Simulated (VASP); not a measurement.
Write the native input for VASP 6.6.1 that does the following.

| Item | Value |
| --- | --- |
| Task | single point |
| Functional | PBE |
| Potentials or basis | VASP PAW PBE potentials, release 64 (Al, Mo_sv, O) |
| Cutoff | 600 eV |
| k mesh | 4 × 4 × 5 |
| Occupations | tetrahedron |
| Spin | no spin polarisation |
| Dipole correction | no |
| Further INCAR settings | ALGO = Normal; EDIFF = 1e-06; NBANDS = 44 |

The structure of AlMoO lies in POSCAR:

```
AlMoO
1.0
    2.8160780000      4.8775850000      0.0000000000
   -2.8160780000      4.8775850000      0.0000000000
    0.0000000000      0.0000000000      3.5593760000
Al Mo O
3 3 3
Direct
    0.2503400000      0.7496600000      0.0000000000
    0.7496600000      0.0000000000      0.0000000000
    0.0000000000      0.2503400000      0.0000000000
    0.5864700000      0.4135300000      0.5000000000
    0.4135300000      0.0000000000      0.5000000000
    0.0000000000      0.5864700000      0.5000000000
    0.3333300000      0.3333400000      0.0000000000
    0.6666700000      0.6666600000      0.0000000000
    0.0000000000      0.0000000000      0.5000000000
```

One way to write it, as run:

INCAR

```
SYSTEM = AlMoO
ALGO = Normal
EDIFF = 1E-6
ENCUT = 600
GGA = PE
GGA_COMPAT = .FALSE.
ISIF = 2
ISMEAR = -4
LASPH = .TRUE.
LCHARG = .FALSE.
LREAL = .FALSE.
LWAVE = .FALSE.
NBANDS = 44
NELM = 120
PREC = Accurate
SIGMA = 0.1
```

KPOINTS

```
k-points
0
G
  4 4 5
  0 0 0
```

Potentials or basis: VASP PAW PBE potentials, release 64 (Al, Mo_sv, O).

Launch:

```sh
$ cat potpaw_PBE.64/Al/POTCAR potpaw_PBE.64/Mo_sv/POTCAR potpaw_PBE.64/O/POTCAR > POTCAR
$ mpirun -np 1 vasp_std > vasp.out
```

Results of the run:

```yaml
Pressure: 26.1 GPa
Largest_force: 1.713 eV/Å
Band_gap_on_the_k_mesh: zero (an odd number of electrons rules out a gap without spin polarisation)
```

Caveat: the cell stands under pressure; an odd number of electrons without spin polarisation forces a metal; a magnetic or distorted state may lie lower.

Wall time 100 s on 1 thread of Intel(R) Xeon(R) Platinum 8259CL CPU @ 2.50GHz (Skylake/Cascade Lake), on a shared host, peak memory 0.29 GiB.
